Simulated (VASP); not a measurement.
# Si3As2 (P-3m1) in VASP: a series of runs

Runs on Si3As2. Level: PBE. Tasks: single point, relaxation of cell and atoms.

Everything below comes from runs of VASP 6.6.1. Logs are shortened: lines on timing, memory, paths and dates and some standing lists are left out, and cuts for length are marked.

### 1 The cell of the first run

Symmetry: P-3m1, No. 164, trigonal system. The conventional cell has a = 3.782 Å, b = 3.782 Å, c = 18.732 Å, α = 90.00°, β = 90.00°, γ = 120.00°. Si (site symmetry 3m) has 4 Si at 2.33 to 2.37 Å within 3.1 Å. Within 3.1 Å of Si (site symmetry 3m) lie 4 Si at 2.33 to 2.35 Å. Within 3.1 Å of Si (site symmetry 3m) lie 1 Si at 2.35 Å and 3 As at 2.43 Å. Within 3.2 Å of As (site symmetry 3m) lie 3 Si at 2.43 Å. Within 3.4 Å of As (site symmetry 3m) lie 3 As at 2.56 Å.

### 2 Single point, PBE

Contents of INCAR:

```
ALGO = Normal ; EDIFF = 1E-6
ENCUT = 520 ; GGA = PE
ISIF = 2 ; ISMEAR = 0
LASPH = T ; LCHARG = F
LREAL = F ; LWAVE = F
NBANDS = 33 ; NELM = 100
PREC = Accurate ; SIGMA = 0.2
```

Contents of KPOINTS:

```
k-points
0
Gamma
  5 5 1
```

Contents of POSCAR:

```
Si3As2
1.0
    3.7823120384      0.0000000000      0.0000000000
   -1.8911560192      3.2755783103      0.0000000000
    0.0000000000      0.0000000000     18.7323467127
Si As
6 4
Direct
    0.0000000000      0.0000000000      0.0631328686
    0.3333333333      0.6666666667      0.1063922593
    0.3333333333      0.6666666667      0.2318395200
    0.0000000000      0.0000000000      0.9368671314
    0.6666666667      0.3333333333      0.8936077407
    0.6666666667      0.3333333333      0.7681604800
    0.3333333333      0.6666666667      0.7113136052
    0.6666666667      0.3333333333      0.2886863948
    0.3333333333      0.6666666667      0.4644069530
    0.6666666667      0.3333333333      0.5355930470
```

Potentials or basis: VASP PAW PBE potentials, release 64 (Si, As).

On the command line:

```sh
$ cat potpaw_PBE.64/Si/POTCAR potpaw_PBE.64/As/POTCAR > POTCAR
$ mpirun -np 1 vasp_std > vasp.out
```

OUTCAR:

```text
EDIFF = 1E-6
   ENCUT = 520
   GGA = PE
   ISIF = 2
   ISMEAR = 0
   LASPH = T
   LREAL = F
   NELM = 100
   PREC = Accurate

 ion  position               nearest neighbor table
   1  0.000  0.000  0.063-   2 2.33   2 2.33   2 2.33   4 2.37
   2  0.333  0.667  0.106-   1 2.33   1 2.33   1 2.33   3 2.35
   3  0.333  0.667  0.232-   2 2.35   8 2.43   8 2.43   8 2.43
   4  0.000  0.000  0.937-   5 2.33   5 2.33   5 2.33   1 2.37
   5  0.667  0.333  0.894-   4 2.33   4 2.33   4 2.33   6 2.35
   6  0.667  0.333  0.768-   5 2.35   7 2.43   7 2.43   7 2.43
   7  0.333  0.667  0.711-   6 2.43   6 2.43   6 2.43
   8  0.667  0.333  0.289-   3 2.43   3 2.43   3 2.43
   9  0.333  0.667  0.464-  10 2.56  10 2.56  10 2.56
  10  0.667  0.333  0.536-   9 2.56   9 2.56   9 2.56

  LATTYP: Found a hexagonal cell.
 ALAT       =     3.7823120384
 C/A-ratio  =     4.9526180079

  Lattice vectors:

 A1 = (   3.7823120384,   0.0000000000,   0.0000000000)
 A2 = (  -1.8911560192,   3.2755783103,   0.0000000000)
 A3 = (   0.0000000000,   0.0000000000,  18.7323467127)

Analysis of symmetry for initial positions (statically):
=====================================================================
 Subroutine PRICEL returns:
 Original cell was already a primitive cell.

 Routine SETGRP: Setting up the symmetry group for a
 hexagonal supercell.

 Subroutine GETGRP returns: Found 12 space group operations
 (whereof 12 operations were pure point group operations)
 out of a pool of 24 trial point group operations.

The static configuration has the point symmetry D_3d.

Analysis of symmetry for dynamics (positions and initial velocities):
=====================================================================
 Subroutine PRICEL returns:
 Original cell was already a primitive cell.

 Routine SETGRP: Setting up the symmetry group for a
 hexagonal supercell.

 Subroutine GETGRP returns: Found 12 space group operations
 (whereof 12 operations were pure point group operations)
 out of a pool of 24 trial point group operations.

The dynamic configuration has the point symmetry D_3d.

 Subroutine INISYM returns: Found 12 space group operations
 (whereof 12 operations are pure point group operations),
 and found     1 'primitive' translations

----------------------------------------------------------------------------------------

                                     Primitive cell

  volume of cell :     232.0799

  direct lattice vectors                    reciprocal lattice vectors
     3.782312038  0.000000000  0.000000000     0.264388551  0.152644801  0.000000000
    -1.891156019  3.275578310  0.000000000     0.000000000  0.305289602  0.000000000
     0.000000000  0.000000000 18.732346713     0.000000000  0.000000000  0.053383594

  length of vectors
     3.782312038  3.782312038 18.732346713     0.305289602  0.305289602  0.053383594

  position of ions in fractional coordinates (direct lattice)
     0.000000000  0.000000000  0.063132869
     0.333333333  0.666666667  0.106392259
     0.333333333  0.666666667  0.231839520
     0.000000000  0.000000000  0.936867131
     0.666666667  0.333333333  0.893607741
     0.666666667  0.333333333  0.768160480
     0.333333333  0.666666667  0.711313605
     0.666666667  0.333333333  0.288686395
     0.333333333  0.666666667  0.464406953
     0.666666667  0.333333333  0.535593047

  ion indices of the primitive-cell ions
   primitive index   ion index
                 1           1
                 2           2
                 3           3
                 4           4
                 5           5
                 6           6
                 7           7
                 8           8
                 9           9
                10          10

----------------------------------------------------------------------------------------

 KPOINTS: k-points

Automatic generation of k-mesh.
 Grid dimensions read from file:
 generate k-points for:    5    5    1

 Generating k-lattice:

  Cartesian coordinates                     Fractional coordinates (reciprocal lattice)
     0.052877710  0.030528960  0.000000000     0.200000000  0.000000000  0.000000000
     0.000000000  0.061057920  0.000000000     0.000000000  0.200000000  0.000000000
     0.000000000  0.000000000  0.053383594     0.000000000  0.000000000  1.000000000

  Length of vectors
     0.061057920  0.061057920  0.053383594

  Shift w.r.t. Gamma in fractional coordinates (k-lattice)
     0.000000000  0.000000000  0.000000000

 Subroutine IBZKPT returns following result:
 ===========================================

 Found      5 irreducible k-points:

 Following reciprocal coordinates:
            Coordinates               Weight
  0.000000  0.000000  0.000000      1.000000
  0.200000  0.000000  0.000000      6.000000
  0.400000  0.000000  0.000000      6.000000
  0.200000  0.200000  0.000000      6.000000
  0.400000  0.200000  0.000000      6.000000
[... 39 lines left out ...]
  volume/ion in A,a.u.               =      23.21       156.62
  Fermi-wavevector in a.u.,A,eV,Ry     =   0.940473  1.777237 12.034222  0.884490
  Thomas-Fermi vector in A             =   2.067889
   LORBIT       =      0    0 simple, 1 ext, 2 COOP (PROOUT), +10 PAW based schemes
   GGA     = PE    functional components
   LHFCALC =     F    Hartree Fock is set to
   AEXX    =    0.0000 exact exchange contribution
   IVDW    =     0    specifies the selected vdW correction
   LEPSILON=     F    determine dielectric tensor
   LRPA    =     F    only Hartree local field effects (RPA)
 non-spin polarized calculation
 Gauss-broadening in eV      SIGMA  =   0.20
  energy-cutoff  :      520.00
  volume of cell :      232.08
 maximum number of plane-waves:      6275
   NGX = 15   NGY = 15   NGZ = 69

 number of electron      44.0000003 magnetization

 Free energy of the ion-electron system (eV)
  ---------------------------------------------------
  ext. energy  EPLUGINS =         0.00000000
  ---------------------------------------------------
  free energy    TOTEN  =       -51.15049165 eV

  energy without entropy =      -51.13257229  energy(sigma->0) =      -51.14153197

 E-fermi :   4.8115     XC(G=0):  -9.0210

 val. band max:        4.2445567705   @ k =   0.2000   0.0000   0.0000
 cond. band min:       4.8965954975   @ k =   0.0000   0.0000   0.0000
 fundamental gap:      0.6520387270
 Fermi energy:         4.8114554582

 k-point     1 :       0.0000    0.0000    0.0000
  band No.  band energies     occupation
      1      -9.0322      2.00000
      2      -8.4883      2.00000
      3      -8.4815      2.00000
      4      -7.3348      2.00000
      5      -6.3378      2.00000
      6      -3.1135      2.00000
[... 25 lines left out ...]
     32       7.3159      0.00000
     33       7.3159      0.00000

 k-point     2 :       0.2000    0.0000    0.0000
  band No.  band energies     occupation
      1      -8.5757      2.00000
      2      -8.0424      2.00000
      3      -8.0382      2.00000
      4      -6.8702      2.00000
      5      -5.8831      2.00000
      6      -3.3003      2.00000
[... 25 lines left out ...]
     32       8.1613      0.00000
     33       8.2241      0.00000

 k-point     3 :       0.4000    0.0000    0.0000
  band No.  band energies     occupation
      1      -7.3714      2.00000
      2      -6.9255      2.00000
      3      -6.9171      2.00000
      4      -5.6479      2.00000
      5      -4.8355      2.00000
      6      -4.6357      2.00000
[... 25 lines left out ...]
     32       8.0401      0.00000
     33       8.1019      0.00000

 k-point     4 :       0.2000    0.2000    0.0000
  band No.  band energies     occupation
      1      -7.7150      2.00000
      2      -7.2298      2.00000
      3      -7.2270      2.00000
      4      -5.9993      2.00000
      5      -5.0707      2.00000
      6      -4.1360      2.00000
[... 25 lines left out ...]
     32       8.2628      0.00000
     33       8.5745      0.00000

 k-point     5 :       0.4000    0.2000    0.0000
  band No.  band energies     occupation
      1      -6.5988      2.00000
      2      -6.3647      2.00000
      3      -6.3486      2.00000
      4      -5.3839      2.00000
      5      -4.9166      2.00000
      6      -4.5743      2.00000
[... 25 lines left out ...]
     32       8.2495      0.00000
     33       8.5581      0.00000

------------------------ aborting loop because EDIFF is reached ----------------------------------------

  FORCE on cell =-STRESS in cart. coord.  units (eV):
  Direction    XX          YY          ZZ          XY          YZ          ZX
  --------------------------------------------------------------------------------------
  -------------------------------------------------------------------------------------
  Total        0.1549353      0.1549353      0.2748613     -0.0000000      0.0000000      0.0000000
  in kB        1.0696048      1.0696048      1.8975215     -0.0000000      0.0000000      0.0000000
  external PRESSURE =       1.3455770 kB  Pullay stress =       0.0000000 kB

 VOLUME and BASIS-vectors are now :
 -----------------------------------------------------------------------------
  energy-cutoff  :      520.00
  volume of cell :      232.08
      direct lattice vectors                 reciprocal lattice vectors
     3.782312038  0.000000000  0.000000000     0.264388551  0.152644801  0.000000000
    -1.891156019  3.275578310  0.000000000     0.000000000  0.305289602  0.000000000
     0.000000000  0.000000000 18.732346713     0.000000000  0.000000000  0.053383594

 POSITION                                       TOTAL-FORCE (eV/Angst)
 -----------------------------------------------------------------------------------
      0.00000      0.00000      1.18263         0.000000      0.000000     -0.014158
     -0.00000      2.18372      1.99298         0.000000      0.000000      0.012156
     -0.00000      2.18372      4.34290         0.000000      0.000000     -0.026500
      0.00000      0.00000     17.54972         0.000000      0.000000      0.014158
      1.89116      1.09186     16.73937         0.000000     -0.000000     -0.012156
      1.89116      1.09186     14.38945         0.000000      0.000000      0.026500
     -0.00000      2.18372     13.32457         0.000000      0.000000     -0.025046
      1.89116      1.09186      5.40777        -0.000000      0.000000      0.025046
     -0.00000      2.18372      8.69943        -0.000000     -0.000000     -0.052659
      1.89116      1.09186     10.03291         0.000000      0.000000      0.052659
 -----------------------------------------------------------------------------------
    total drift:                                0.000000     -0.000000     -0.000000

  FREE ENERGIE OF THE ION-ELECTRON SYSTEM (eV)
  ---------------------------------------------------
  free  energy   TOTEN  =       -51.1504916468 eV

  energy  without entropy=      -51.1325722936  energy(sigma->0) =      -51.14153197
```

Run time: 92 s. Hardware: 1 thread of Oxide Virtual Turin-like, shared host; peak memory 0.28 GiB.

What came out:

```yaml
Free_energy: -51.1505 eV
Pressure: 0.1 GPa
Largest_force: 0.053 eV/Å
```

Forces in eV/Å, atoms in the order of the input:
```
Si   0.000  0.000 -0.014
Si   0.000  0.000  0.012
Si   0.000  0.000 -0.026
Si   0.000  0.000  0.014
Si   0.000  0.000 -0.012
Si   0.000  0.000  0.026
As   0.000  0.000 -0.025
As   0.000  0.000  0.025
As   0.000  0.000 -0.053
As   0.000  0.000  0.053
```

Caveat: the k points lie up to 0.38 Å⁻¹ apart; this functional lacks dispersion, which binds the layers, so the pressure and a relaxed spacing across them are unreliable.

### 3 Relaxation of cell and atoms, PBE

This run uses another cell than the first one, of 20.76 Å³/atom, 0.894 times its volume.

Contents of INCAR:

```
PREC = Accurate
ENCUT = 600
EDIFF = 1E-6
ISMEAR = 0
SIGMA = 0.2
LREAL = False
LASPH = True
NELM = 100
ALGO = Normal
ISIF = 3
LWAVE = False
LCHARG = False
GGA = PE
IBRION = 2
NSW = 36
EDIFFG = -0.08
```

Contents of KPOINTS:

```
Automatic mesh
0
Gamma
  5 5 1
```

Contents of POSCAR:

```
Si3As2
1.0
    3.8000000000      0.0000000000      0.0000000000
   -1.9000000000      3.2908965300      0.0000000000
    0.0000000000      0.0000000000     16.6000000000
Si As
6 4
Direct
    0.0000000000      0.0000000000      0.0708000000
    0.3333333300      0.6666666700      0.1178000000
    0.3333333300      0.6666666700      0.2593000000
    0.0000000000      0.0000000000      0.9292000000
    0.6666666700      0.3333333300      0.8822000000
    0.6666666700      0.3333333300      0.7407000000
    0.3333333300      0.6666666700      0.6810000000
    0.6666666700      0.3333333300      0.3190000000
    0.3333333300      0.6666666700      0.4630000000
    0.6666666700      0.3333333300      0.5370000000
```

Potentials or basis: VASP PAW PBE potentials, release 64 (Si, As).

On the command line:

```sh
$ cat potpaw_PBE.64/Si/POTCAR potpaw_PBE.64/As/POTCAR > POTCAR
$ mpirun -np 1 vasp_std > vasp.out
```

Wall time 17 min (1 thread of Oxide Virtual Turin-like, shared host); peak memory 0.34 GiB.

The run converged. Its results:

| Property | Result |
| --- | --- |
| Free energy | -51.1382 eV |
| Relaxed volume | 22.76 Å³/atom |
| Relaxed cell | a = 3.783 Å, b = 3.783 Å, c = 18.365 Å, α = 90.00°, β = 90.00°, γ = 120.00° |
| Space group after relaxing (to 0.05 Å) | P-3m1 (No. 164) |
| Energy gained by relaxing | 64.9 meV/atom |
| Ionic steps | 17 |
| Pressure after relaxing | 0.0 GPa |
| Largest force after relaxing | 0.068 eV/Å |
| Band gap on the k mesh | zero (band 22 reaches 5.17 eV, above the bottom of band 23 at 5.12 eV) |

Forces on the atoms (eV/Å):
```
Si   0.000  0.000  0.024
Si   0.000  0.000  0.013
Si   0.000  0.000 -0.068
Si   0.000  0.000 -0.024
Si   0.000  0.000 -0.013
Si   0.000  0.000  0.068
As   0.000  0.000  0.049
As   0.000  0.000 -0.049
As   0.000  0.000  0.004
As   0.000  0.000 -0.004
```

Stress tensor (GPa, compression positive):
```
 0.07  0.00  0.00
 0.00  0.07  0.00
 0.00  0.00 -0.04
```

The path:
```
step  energy change (eV)  largest force (eV/Å)  pressure (GPa)  volume (Å³)
   1              0.0000                0.7915            3.81       207.59
   2             -0.2166                0.5753           -1.90       222.71
   3             -0.2267                0.4775           -1.02       219.97
   4             -0.3192                0.4980           -0.53       218.90
   5             -0.3613                0.5418            0.09       217.66
   6             -0.4200                0.3966            0.34       217.64
   7             -0.4536                0.7429            0.81       217.62
   8             -0.4809                0.6760            0.68       218.45
   9             -0.5440                0.4749            0.31       220.98
  10             -0.5923                0.4698           -0.30       226.07
  11             -0.6212                0.2893           -0.09       226.12
  12             -0.6356                0.3636            0.20       226.17
  13             -0.6445                0.1169            0.02       226.97
  14             -0.6452                0.1509           -0.04       227.30
  15             -0.6480                0.0858            0.02       227.43
  16             -0.6481                0.0806            0.03       227.45
  17             -0.6493                0.0685            0.04       227.64
```

Final structure:
```xyz
10
Lattice="3.7833 0.0000 0.0000 -1.8916 3.2764 0.0000 0.0000 0.0000 18.3648" Properties=species:S:1:pos:R:3 pbc="T T T"
Si    0.0000    0.0000    1.1841
Si    0.0000    2.1843    2.0015
Si    0.0000    2.1843    4.3598
Si    0.0000    0.0000   17.1807
Si    1.8916    1.0921   16.3633
Si    1.8916    1.0921   14.0050
As    0.0000    2.1843   12.9361
As    1.8916    1.0921    5.4287
As    0.0000    2.1843    8.5154
As    1.8916    1.0921    9.8494
```

Levels at points of the mesh, in eV from the Fermi level:
```csv
k point,band 18,band 19,band 20,band 21,band 22,band 23,band 24,band 25,band 26,band 27
"(0.00, 0.00, 0.00)",-1.22,-1.22,-0.73,-0.73,0.20,0.29,1.05,1.16,1.72,2.12
```

Caveat: the k points lie up to 0.38 Å⁻¹ apart in the final cell; this functional lacks dispersion, which binds the layers, so the pressure and a relaxed spacing across them are unreliable; the relaxation stopped at a loose force limit of 0.08 eV/Å, so its end isn't a converged minimum.

### 4 Single point, PBE

This run uses another cell than the first one, of 24.04 Å³/atom, 1.036 times its volume.

Contents of INCAR:

```
SYSTEM = Si3As2
ALGO = Normal
EDIFF = 1E-7
ENCUT = 520
GGA = PE
ISIF = 2
ISMEAR = 0
LASPH = .True.
LCHARG = .True.
LELF = .True.
LREAL = .False.
LVHAR = .True.
LWAVE = .False.
NBANDS = 33
NELM = 60
PREC = Accurate
SIGMA = 0.01
```

Contents of KPOINTS:

```
k-points
0
Gamma
  12 12 2
  0 0 0
```

Contents of POSCAR:

```
Si3As2
1.0
    3.7637399988      0.0000000000      0.0000000000
   -1.8818699994      3.2594944522      0.0000000000
    0.0000000000      0.0000000000     19.5962831242
Si As
6 4
Direct
    0.0000000000      0.0000000000      0.0603695134
    0.3333333333      0.6666666667      0.1027296033
    0.3333333333      0.6666666667      0.2227441730
    0.0000000000      0.0000000000      0.9396304866
    0.6666666667      0.3333333333      0.8972703967
    0.6666666667      0.3333333333      0.7772558270
    0.3333333333      0.6666666667      0.7222836194
    0.6666666667      0.3333333333      0.2777163806
    0.3333333333      0.6666666667      0.4655704954
    0.6666666667      0.3333333333      0.5344295046
```

On the command line:

```sh
$ cat potpaw_PBE.64/Si/POTCAR potpaw_PBE.64/As/POTCAR > POTCAR
$ mpirun -np 1 vasp_std > vasp.out
```

Wall time 14 min (1 thread of Oxide Virtual Turin-like, shared host); peak memory 0.44 GiB.

Results (log left out):

* Free energy: -51.3308 eV
* Pressure: 0.1 GPa
* Largest force: 0.069 eV/Å
* Band gap on the k mesh: 0.47 eV, indirect (least direct gap 0.54 eV)

Forces in eV/Å, atoms in the order of the input:
```
Si   0.000  0.000 -0.001
Si   0.000  0.000 -0.002
Si   0.000  0.000 -0.043
Si   0.000  0.000  0.001
Si   0.000  0.000  0.002
Si   0.000  0.000  0.043
As   0.000  0.000 -0.037
As   0.000  0.000  0.037
As   0.000  0.000 -0.069
As   0.000  0.000  0.069
```

Levels at points of the mesh, in eV from the valence-band top:
```
           k point  band 19  band 20  band 21  band 22  band 23  band 24  band 25  band 26
(0.00, 0.00, 0.00)    -0.98    -0.49    -0.49     0.00     0.54     1.18     1.28     2.00
(0.50, 0.00, 0.00)    -2.30    -1.96    -1.87    -1.54     0.65     0.68     0.83     1.00
(0.00, 0.00, 0.50)    -0.80    -0.50    -0.49    -0.49     0.71     1.19     1.26     2.00
(0.50, 0.00, 0.50)    -2.22    -2.02    -1.87    -1.54     0.57     0.68     0.85     1.18
```

Caveat: this functional lacks dispersion, which binds the layers, so the pressure and a relaxed spacing across them are unreliable. As with any semilocal functional, this PBE gap is likely too small.

### 5 The runs side by side

```tsv
task	cell	k mesh	cutoff (eV)	smearing	gap on the mesh (eV)	pressure (GPa)	largest force (eV/Å)
single point	a = 3.782, b = 3.782, c = 18.732 Å, angles 90.0, 90.0, 120.0°, 10 atoms	5 × 5 × 1	520	gaussian 0.2 eV	-	0.1	0.05
relaxation of cell and atoms	relaxed from a = 3.800, b = 3.800, c = 16.600 Å, angles 90.0, 90.0, 120.0°, 10 atoms	5 × 5 × 1	600	gaussian 0.2 eV	none	0.0	0.07
single point	a = 3.764, b = 3.764, c = 19.596 Å, angles 90.0, 90.0, 120.0°, 10 atoms	12 × 12 × 2	520	gaussian 0.01 eV	0.47	0.1	0.07
```

Alike in all rows: level PBE; potentials or basis VASP PAW PBE potentials, release 64 (Si, As); no spin polarisation.

Caveats: some runs use coarse meshes; this functional lacks dispersion, which binds the layers, so the pressure and a relaxed spacing across them are unreliable; the relaxation stopped at a loose force limit of 0.08 eV/Å, so its end isn't a converged minimum (some runs).

Absolute energies hang on the potentials; compare differences alone.
